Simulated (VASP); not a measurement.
Here is a VASP 6.6.1 calculation.

POSCAR

```
H18CO9
1.0
    6.7017590000      0.0000000000      0.0000000000
    0.0000000000      6.7017590000      0.0000000000
    0.0000000000      0.0000000000      6.7017590000
O H C
9 18 1
Direct
    0.4744195435      0.0337902691      0.7915945772
    0.5160223975      0.9051601857      0.4152067752
    0.0601123639      0.4749993812      0.1322068371
    0.3518318234      0.7542670080      1.0563091684
    0.1237049141      0.2248150245      0.8123368542
    0.8419986556      0.9714142227      0.9461539820
    0.7777550489      0.1886432339      0.2901085787
    0.1076809080      0.5072258861      0.5252032080
    0.7008145243      0.5896110235      0.8412950688
    0.4775544400     -0.0196019762      0.6546196436
    0.6128817849      0.0308008413      0.8403800789
    0.5919492679      1.0205976527      0.3675134463
    0.4426506872      0.8579203077      0.2989154965
    0.1348763151      0.5920648118      0.0880255900
    0.0830722354      0.3778216888      0.0244110479
    0.3796305082      0.8601131642      0.9577890854
    0.4532505794      0.6559403712      1.0272676970
    0.2622751538      0.1767118724      0.8121564491
    0.1151025562      0.3175545041      0.6992372384
    0.9527915803      1.0346857562      0.8741116977
    0.8372611404      0.8292780742      0.9170274616
    0.8090738210      0.3225089340      0.2460776513
    0.8189599316      0.1050277158      0.1782367457
    0.1573743939      0.6414359378      0.5356243891
    0.0995299623      0.4788474569      0.3811807205
    0.7190073810      0.6207244050      0.5427601040
    0.6383590150      0.3702560290      0.6461929760
    0.6890588674      0.5247737187      0.6726172314
```

The input INCAR.step1:

```
  PREC = Accurate
  ENCUT = 1100
  ISMEAR = -1
  SIGMA = 0.05
  LREAL = Auto
  LASPH = True
  NELM = 120
  NBANDS = 58
  GGA = PE
  ALGO = Normal
  EDIFF = 1E-5
  LWAVE = True
  LCHARG = False
  GGA_COMPAT = False
```

The input INCAR.step2:

```
  PREC = Accurate
  ENCUT = 1100
  EDIFF = 1E-6
  ISMEAR = -1
  SIGMA = 0.05
  LREAL = Auto
  LASPH = True
  NELM = 120
  ALGO = Normal
  ISIF = 2
  LWAVE = False
  LCHARG = False
  METAGGA = R2SCAN
  LMIXTAU = True
  NBANDS = 58
  ISTART = 1
  GGA_COMPAT = False
```

File KPOINTS:

```
Automatic mesh
0
Gamma
  1 1 1
```

Potentials or basis: VASP PAW PBE potentials, release 64 (O_h, H_h, C_h).

Run with:

```sh
$ cat potpaw_PBE.64/O_h/POTCAR potpaw_PBE.64/H_h/POTCAR potpaw_PBE.64/C_h/POTCAR > POTCAR
$ cp INCAR.step1 INCAR
$ mpirun -np 1 vasp_gam > vasp.out
$ cp INCAR.step2 INCAR
$ mpirun -np 1 vasp_gam > vasp.out
```

**Question.** Predict the pressure.

**Answer.** -0.1 GPa.

**Question.** What does it give for the largest force?

**Answer.** 0.267 eV/Å.

Stress tensor (GPa, compression positive):
```
-0.08 -0.22  0.00
-0.22 -0.30 -0.01
 0.00 -0.01  0.15
```

Caveat: the k points lie up to 0.94 Å⁻¹ apart, too coarse for converged energies, forces and pressures; the PAW data sets were made with another functional, which shifts forces and pressure a little.
